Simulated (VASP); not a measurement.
Here is a VASP 6.6.1 calculation.

Contents of INCAR:

```
SYSTEM = Cl
PREC = Accurate
ENCUT = 500
EDIFF = 1E-6
ISMEAR = -4
SIGMA = 0.1
LREAL = .FALSE.
LASPH = .TRUE.
NELM = 120
ALGO = Normal
ISIF = 2
LWAVE = .FALSE.
LCHARG = .FALSE.
GGA = CA
NBANDS = 10
GGA_COMPAT = .FALSE.
```

Contents of KPOINTS:

```
regular mesh
0
G
  15 15 15
  0 0 0
```

Contents of POSCAR:

```
Cl
1.0
    2.1794168765      0.0000000000      0.0000000000
    0.0000000000      2.1794168765      0.0000000000
    0.0000000000      0.0000000000      2.1794168765
Cl
1
Direct
    0.0000000000      0.0000000000      0.0000000000
```

Potentials or basis: VASP PAW LDA potentials, release 64 (Cl).

The run is started by

```console
$ cat potpaw_LDA.64/Cl/POTCAR > POTCAR
$ mpirun -np 1 vasp_std > vasp.out
```

(1) Estimate the pressure.

(2) What does it give for the band gap on the k mesh?

Results:

(1) 163.0 GPa.

(2) zero (an odd number of electrons rules out a gap without spin polarisation).

Caveat: the cell stands under pressure; an odd number of electrons without spin polarisation forces a metal; a magnetic or distorted state may lie lower.
